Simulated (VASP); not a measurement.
The system is Zn3CdTe4.

```xyz
8
Lattice="-4.5544 -0.0425 -0.0137 -0.0194 -0.0480 -6.4363 -0.0852 -8.9149 -0.0679" Properties=species:S:1:pos:R:3 pbc="T T T"
Zn   -0.0095   -2.2798   -6.4623
Zn   -2.3066    0.1036   -3.2061
Zn   -0.0693   -6.8788   -6.4988
Cd   -2.3585   -4.4873   -3.2325
Te   -2.3509   -2.1910   -1.5280
Te   -0.0044   -0.0448   -4.7826
Te   -2.3558   -6.7627   -1.5927
Te   -0.0066   -4.5290   -5.1092
```

| Property | Result |
| --- | --- |
| Program | VASP 6.6.1 |
| Task | relaxation of cell and atoms |
| Functional | PBE |
| Potentials or basis | VASP PAW PBE potentials, release 64 (Zn, Cd, Te) |
| Cutoff | 600 eV |
| k mesh | 4 × 2 × 2 |
| Occupations | gaussian, width 0.1 eV |
| Spin | no spin polarisation |

At the start: pressure -1.5 GPa; volume 32.66 Å³/atom.

**Question.** How do energy, volume and symmetry change on relaxing?

**Answer.** Over 16 steps the energy falls by 26.4 meV/atom and the volume is 31.16 Å³/atom (-4.6 %); space group P1 (No. 1, to 0.1 Å) before, Pmm2 (No. 25, to 0.1 Å).

The path:
```tsv
step	energy change (eV)	largest force (eV/Å)	pressure (GPa)	volume (Å³)
1	0.0000	0.6457	-1.50	261.29
2	-0.1463	0.5026	-0.01	249.86
3	-0.1555	0.4529	0.56	246.45
4	-0.1890	0.2545	0.19	248.27
5	-0.1976	0.1367	-0.07	249.75
6	-0.2028	0.0914	-0.02	249.40
7	-0.2032	0.0840	0.00	249.29
8	-0.2053	0.0597	0.01	249.19
9	-0.2072	0.0484	0.05	248.96
10	-0.2082	0.0396	-0.05	249.52
11	-0.2084	0.0394	-0.12	249.96
12	-0.2090	0.0442	-0.07	249.73
13	-0.2098	0.0619	0.05	249.03
14	-0.2104	0.0423	0.02	249.18
15	-0.2108	0.0310	-0.03	249.46
16	-0.2111	0.0200	0.00	249.29
```

Final structure:
```cif
data_structure
_symmetry_space_group_name_H-M 'P 1'
_symmetry_Int_Tables_number 1
_cell_length_a 4.4596
_cell_length_b 6.2491
_cell_length_c 8.9451
_cell_angle_alpha 89.961
_cell_angle_beta 89.917
_cell_angle_gamma 89.998
_cell_volume 249.29
loop_
_atom_site_label
_atom_site_type_symbol
_atom_site_fract_x
_atom_site_fract_y
_atom_site_fract_z
_atom_site_occupancy
Zn1 Zn 0.00032 0.99882 0.24233 1
Zn2 Zn 0.50019 0.49873 0.99989 1
Zn3 Zn 0.99994 0.00049 0.75890 1
Cd1 Cd 0.49983 0.49955 0.49855 1
Te1 Te 0.50001 0.23944 0.23787 1
Te2 Te 0.00008 0.74208 0.00046 1
Te3 Te 0.49986 0.24110 0.76126 1
Te4 Te 0.99977 0.77979 0.50075 1
```

Caveat: the k points lie up to 0.50 Å⁻¹ apart in the final cell.
